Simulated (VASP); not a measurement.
# CdS (Fm-3m) in VASP: further runs

Aim: see how the results for CdS move with the level of theory and the settings. Levels: PBEsol, LDA. Tasks: single point.

All numbers are computed with VASP 6.6.1; they aren't measurements. Logs are shortened: lines on timing, memory, paths and dates and some standing lists are left out, and cuts for length are marked.

### Step 1. The cell of the first run

Symmetry: Fm-3m, No. 225, cubic system. Conventional cell: a = 5.543 Å, b = 5.543 Å, c = 5.543 Å, α = 90.00°, β = 90.00°, γ = 90.00°. Within 3.7 Å of Cd (site symmetry m-3m) lie 6 S at 2.77 Å. S (site symmetry m-3m) has 6 Cd at 2.77 Å within 3.7 Å.

### Step 2. Single point, PBEsol (volume scaled by 1.02)

INCAR reads:

```
SYSTEM = CdS
ALGO = Normal
EDIFF = 1E-6
ENCUT = 520
GGA = PS
ISIF = 2
ISMEAR = -1
LASPH = .TRUE.
LCHARG = .FALSE.
LREAL = .FALSE.
LWAVE = .FALSE.
NBANDS = 16
NELM = 60
PREC = Accurate
SIGMA = 0.05
```

KPOINTS reads:

```
k-points
0
G
  8 8 8
  0 0 0
```

POSCAR reads:

```
CdS
1.0
    0.0000000000      2.7714779354      2.7714779354
    2.7714779354      0.0000000000      2.7714779354
    2.7714779354      2.7714779354      0.0000000000
Cd S
1 1
Direct
    0.0000000000      0.0000000000      0.0000000000
    0.5000000000      0.5000000000      0.5000000000
```

Potentials or basis: VASP PAW PBE potentials, release 64 (Cd, S).

Run with:

```
$ cat potpaw_PBE.64/Cd/POTCAR potpaw_PBE.64/S/POTCAR > POTCAR
$ mpirun -np 1 vasp_std > vasp.out
```

OUTCAR:

```text
SYSTEM = CdS
   EDIFF = 1E-6
   ENCUT = 520
   GGA = PS
   ISIF = 2
   ISMEAR = -1
   LASPH = .TRUE.
   LREAL = .FALSE.
   NELM = 60
   PREC = Accurate

 ion  position               nearest neighbor table
   1  0.000  0.000  0.000-   2 2.77   2 2.77   2 2.77   2 2.77   2 2.77   2 2.77
   2  0.500  0.500  0.500-   1 2.77   1 2.77   1 2.77   1 2.77   1 2.77   1 2.77

  LATTYP: Found a face centered cubic cell.
 ALAT       =     5.5429558708

  Lattice vectors:

 A1 = (   0.0000000000,   2.7714779354,   2.7714779354)
 A2 = (   2.7714779354,   0.0000000000,   2.7714779354)
 A3 = (   2.7714779354,   2.7714779354,   0.0000000000)

Analysis of symmetry for initial positions (statically):
=====================================================================
 Subroutine PRICEL returns:
 Original cell was already a primitive cell.

 Routine SETGRP: Setting up the symmetry group for a
 face centered cubic supercell.

 Subroutine GETGRP returns: Found 48 space group operations
[... 9 lines left out ...]

 Routine SETGRP: Setting up the symmetry group for a
 face centered cubic supercell.

 Subroutine GETGRP returns: Found 48 space group operations
[... 11 lines left out ...]
                                     Primitive cell

  volume of cell :      42.5759

  direct lattice vectors                    reciprocal lattice vectors
     0.000000000  2.771477935  2.771477935    -0.180409158  0.180409158  0.180409158
     2.771477935  0.000000000  2.771477935     0.180409158 -0.180409158  0.180409158
     2.771477935  2.771477935  0.000000000     0.180409158  0.180409158 -0.180409158

  length of vectors
     3.919461684  3.919461684  3.919461684     0.312477827  0.312477827  0.312477827

  position of ions in fractional coordinates (direct lattice)
     0.000000000  0.000000000  0.000000000
     0.500000000  0.500000000  0.500000000

  ion indices of the primitive-cell ions
   primitive index   ion index
                 1           1
                 2           2

----------------------------------------------------------------------------------------

 KPOINTS: k-points

Automatic generation of k-mesh.
 Grid dimensions read from file:
 generate k-points for:    8    8    8

 Generating k-lattice:

  Cartesian coordinates                     Fractional coordinates (reciprocal lattice)
    -0.022551145  0.022551145  0.022551145     0.125000000  0.000000000  0.000000000
     0.022551145 -0.022551145  0.022551145     0.000000000  0.125000000  0.000000000
     0.022551145  0.022551145 -0.022551145     0.000000000  0.000000000  0.125000000

  Length of vectors
[... 48 lines left out ...]
   ICHARG =      2    charge: 1-file 2-atom 10-const
   ISPIN  =      1    spin polarized calculation?
   LNONCOLLINEAR =      F non collinear calculations
   LSORBIT =      F    spin-orbit coupling
   LASPH  =      T    aspherical Exc in radial PAW
   ENCUT  =  520.0 eV  38.22 Ry    6.18 a.u.   7.29  7.29  7.29*2*pi/ulx,y,z
   NELM   =     60;   NELMIN=  2; NELMDL= -5     # of ELM steps
   EDIFF  = 0.1E-05   stopping-criterion for ELM
   LREAL  =      F    real-space projection
   EDIFFG = 0.1E-04   stopping-criterion for IOM
   NSW    =      0    number of steps for IOM
   IBRION =     -1    ionic relax: 0-MD 1-quasi-New 2-CG
   NFREE  =      0    steps in history (QN), initial steepest desc. (CG)
   ISIF   =      2    stress and relaxation
   ISYM   =      2    0-nonsym 1-usesym 2-fastsym
   POTIM  = 0.5000    time-step for ionic-motion
   TEBEG  =    0.0;   TEEND  =   0.0 temperature during run
   PSTRESS=    0.0 pullay stress
   NELECT =      18.0000    total number of electrons
   NUPDOWN=      -1.0000    fix difference up-down
   EMIN   =  10.00;   EMAX   =-10.00  energy-range for DOS
   EFERMI =   0.00;   METHOD = LEGACY
   ISMEAR =    -1;   SIGMA  =   0.05  broadening in eV -4-tet -1-fermi 0-gaus
   EFERMI_NEDOS =   21; number of points for ismear=-14 and -15
   IALGO  =     38    algorithm
   IMIX   =      4    mixing-type and parameters
     AMIX     =   0.40;   BMIX     =  1.00
     AMIX_MAG =   1.60;   BMIX_MAG =  1.00
  volume/ion in A,a.u.               =      21.29       143.66
  Fermi-wavevector in a.u.,A,eV,Ry     =   1.228695  2.321898 20.540613  1.509692
  Thomas-Fermi vector in A             =   2.363611
   LORBIT       =      0    0 simple, 1 ext, 2 COOP (PROOUT), +10 PAW based schemes
   GGA     = PS    functional components
   LHFCALC =     F    Hartree Fock is set to
   AEXX    =    0.0000 exact exchange contribution
   IVDW    =     0    specifies the selected vdW correction
   LEPSILON=     F    determine dielectric tensor
   LRPA    =     F    only Hartree local field effects (RPA)
 non-spin polarized calculation
  energy-cutoff  :      520.00
  volume of cell :       42.58
 maximum number of plane-waves:      1162
 NGX is ok and might be reduce to    30
   NGX = 15   NGY = 15   NGZ = 15

 number of electron      18.0000003 magnetization

 Free energy of the ion-electron system (eV)
  ---------------------------------------------------
  ext. energy  EPLUGINS =         0.00000000
  ---------------------------------------------------
  free energy    TOTEN  =        -6.59576554 eV

  energy without entropy =       -6.59384351  energy(sigma->0) =       -6.59480452

 E-fermi :   2.5745     XC(G=0): -10.4121

 val. band max:        2.5606530775   @ k =   0.5000   0.5000   0.0000
 cond. band min:       3.0463556734   @ k =   0.0000   0.0000   0.0000
 fundamental gap:      0.4857025959
 Fermi energy:         2.5744643012

 k-point     1 :       0.0000    0.0000    0.0000
  band No.  band energies     occupation
      1     -10.1284      2.00000
      2      -5.0860      2.00000
      3      -5.0860      2.00000
      4      -5.0842      2.00000
      5      -5.0842      2.00000
      6      -5.0842      2.00000
[... 433 lines left out ...]
      3      -5.1664      2.00000
      4      -5.1265      2.00000
      5      -4.8862      2.00000
      6      -4.8029      2.00000
[... 8 lines left out ...]
     15      14.4647      0.00000
     16      16.6552      0.00000

 [... further k-points ...]
[... 5 lines left out ...]
  --------------------------------------------------------------------------------------
  -------------------------------------------------------------------------------------
  Total       -1.3735902     -1.3735902     -1.3735902     -0.0000000      0.0000000      0.0000000
  in kB      -51.6896380    -51.6896380    -51.6896380     -0.0000000      0.0000000      0.0000000
  external PRESSURE =     -51.6896380 kB  Pullay stress =       0.0000000 kB

 VOLUME and BASIS-vectors are now :
 -----------------------------------------------------------------------------
  energy-cutoff  :      520.00
  volume of cell :       42.58
      direct lattice vectors                 reciprocal lattice vectors
     0.000000000  2.771477935  2.771477935    -0.180409158  0.180409158  0.180409158
     2.771477935  0.000000000  2.771477935     0.180409158 -0.180409158  0.180409158
     2.771477935  2.771477935  0.000000000     0.180409158  0.180409158 -0.180409158

 POSITION                                       TOTAL-FORCE (eV/Angst)
 -----------------------------------------------------------------------------------
      0.00000      0.00000      0.00000         0.000000      0.000000     -0.000000
      2.77148      2.77148      2.77148        -0.000000     -0.000000      0.000000
 -----------------------------------------------------------------------------------
    total drift:                               -0.000000      0.000000      0.000000

  FREE ENERGIE OF THE ION-ELECTRON SYSTEM (eV)
  ---------------------------------------------------
  free  energy   TOTEN  =        -6.5957655356 eV

  energy  without entropy=       -6.5938435128  energy(sigma->0) =       -6.59480452
```

stdout:

```text
POSCAR found type information on POSCAR CdS
 POSCAR found :  2 types and       2 ions
 scaLAPACK will be used
 -----------------------------------------------------------------------------
|                                                                             |
|                                                                             |
|     You enforced a specific xc type in the INCAR file but a different       |
|     I HOPE YOU KNOW WHAT YOU ARE DOING!                                     |
|                                                                             |
 -----------------------------------------------------------------------------

 LDA part: xc-table for (Slater+PW92), standard interpolation
 POSCAR, INCAR and KPOINTS ok, starting setup
 FFT: planning ... GRIDC
 FFT: planning ... GRID_SOFT
 FFT: planning ... GRID
 WAVECAR not read
 entering main loop
```

Wall time 38 s (1 thread of Intel Xeon 8259CL, shared host); peak memory 0.17 GiB.

Results:

| Quantity | Value |
| --- | --- |
| Free energy | -6.5958 eV |
| Pressure | -5.2 GPa |

Caveat: the PAW data sets were made with another functional, which shifts forces and pressure a little.

### Step 3. Single point, LDA (volume scaled by 1.06)

INCAR reads:

```
SYSTEM = CdS
PREC = Accurate ; ENCUT = 520
EDIFF = 1E-7 ; ISMEAR = -1
SIGMA = 0.05 ; LREAL = .False.
LASPH = .True. ; NELM = 100
ALGO = Normal ; ISIF = 2
LWAVE = .False. ; LCHARG = .False.
GGA = CA ; NBANDS = 16
```

KPOINTS reads:

```
regular mesh
0
Gamma
  8 8 8
  0 0 0
```

POSCAR reads:

```
CdS
1.0
    0.0000000000      2.8072428857      2.8072428857
    2.8072428857      0.0000000000      2.8072428857
    2.8072428857      2.8072428857      0.0000000000
Cd S
1 1
Direct
    0.0000000000      0.0000000000      0.0000000000
    0.5000000000      0.5000000000      0.5000000000
```

Potentials or basis: VASP PAW LDA potentials, release 64 (Cd, S).

Run with:

```
$ cat potpaw_LDA.64/Cd/POTCAR potpaw_LDA.64/S/POTCAR > POTCAR
$ mpirun -np 1 vasp_std > vasp.out
```

OUTCAR:

```text
SYSTEM = CdS
   PREC = Accurate
   ENCUT = 520
   EDIFF = 1E-7
   ISMEAR = -1
   LREAL = .False.
   LASPH = .True.
   NELM = 100
   ISIF = 2
   GGA = CA

 ion  position               nearest neighbor table
   1  0.000  0.000  0.000-   2 2.81   2 2.81   2 2.81   2 2.81   2 2.81   2 2.81
   2  0.500  0.500  0.500-   1 2.81   1 2.81   1 2.81   1 2.81   1 2.81   1 2.81

  LATTYP: Found a face centered cubic cell.
 ALAT       =     5.6144857714

  Lattice vectors:

[... 192 lines left out ...]
      6      -5.4887      2.00000
[... 433 lines left out ...]
      3      -5.5495      2.00000
      4      -5.5172      2.00000
      5      -5.3111      2.00000
      6      -5.2328      2.00000
[... 8 lines left out ...]
     15      13.7939      0.00000
     16      16.0318      0.00000

 [... further k-points ...]
[... 5 lines left out ...]
  --------------------------------------------------------------------------------------
  -------------------------------------------------------------------------------------
  Total       -2.5895792     -2.5895792     -2.5895792      0.0000000      0.0000000      0.0000000
  in kB      -93.7712743    -93.7712743    -93.7712743      0.0000000      0.0000000      0.0000000
  external PRESSURE =     -93.7712743 kB  Pullay stress =       0.0000000 kB

 VOLUME and BASIS-vectors are now :
 -----------------------------------------------------------------------------
  energy-cutoff  :      520.00
  volume of cell :       44.25
      direct lattice vectors                 reciprocal lattice vectors
     0.000000000  2.807242886  2.807242886    -0.178110702  0.178110702  0.178110702
     2.807242886  0.000000000  2.807242886     0.178110702 -0.178110702  0.178110702
     2.807242886  2.807242886  0.000000000     0.178110702  0.178110702 -0.178110702

 POSITION                                       TOTAL-FORCE (eV/Angst)
 -----------------------------------------------------------------------------------
      0.00000      0.00000      0.00000         0.000000      0.000000      0.000000
      2.80724      2.80724      2.80724        -0.000000     -0.000000     -0.000000
 -----------------------------------------------------------------------------------
    total drift:                               -0.000000      0.000000      0.000000

  FREE ENERGIE OF THE ION-ELECTRON SYSTEM (eV)
  ---------------------------------------------------
  free  energy   TOTEN  =        -7.0705595525 eV

  energy  without entropy=       -7.0681611093  energy(sigma->0) =       -7.06936033
```

OSZICAR:

```text
N       E                     dE             d eps       ncg     rms          rms(c)
DAV:   1     0.108966676869E+03    0.10897E+03   -0.91772E+03   944   0.104E+03
DAV:   2    -0.364168379659E+01   -0.11261E+03   -0.10436E+03  1128   0.256E+02
DAV:   3    -0.762119778515E+01   -0.39795E+01   -0.39709E+01  1168   0.500E+01
DAV:   4    -0.764016456006E+01   -0.18967E-01   -0.18965E-01  1176   0.349E+00
DAV:   5    -0.764035660755E+01   -0.19205E-03   -0.19205E-03  1144   0.338E-01    0.623E+00
DAV:   6    -0.710515233391E+01    0.53520E+00   -0.88486E-01  1256   0.111E+01    0.540E+00
DAV:   7    -0.707803991929E+01    0.27112E-01   -0.11063E-01  1160   0.252E+00    0.280E+00
DAV:   8    -0.707095020851E+01    0.70897E-02   -0.14597E-02  1008   0.136E+00    0.166E-01
DAV:   9    -0.707055246214E+01    0.39775E-03   -0.11863E-03  1200   0.446E-01    0.578E-02
DAV:  10    -0.707055764840E+01   -0.51863E-05   -0.13414E-04  1024   0.110E-01    0.466E-02
DAV:  11    -0.707056072078E+01   -0.30724E-05   -0.97007E-06  1160   0.246E-02    0.872E-03
DAV:  12    -0.707055952037E+01    0.12004E-05   -0.30023E-06  1136   0.118E-02    0.261E-03
DAV:  13    -0.707055955247E+01   -0.32103E-07   -0.25123E-07  1032   0.385E-03
   1 F= -.70705596E+01 E0= -.70693603E+01  d E =-.239844E-02
```

stdout:

```text
POSCAR found type information on POSCAR CdS
 POSCAR found :  2 types and       2 ions
 scaLAPACK will be used
 LDA part: xc-table for (Slater(with rela. corr.)+CA(PZ))
 , standard interpolation
 POSCAR, INCAR and KPOINTS ok, starting setup
 FFT: planning ... GRIDC
 FFT: planning ... GRID_SOFT
 FFT: planning ... GRID
 WAVECAR not read
 entering main loop
```

Run time: 34 s. Hardware: 1 thread of Intel Xeon 8259CL, shared host; peak memory 0.15 GiB.

What came out:

```yaml
Free_energy: -7.0706 eV
Pressure: -9.4 GPa
```
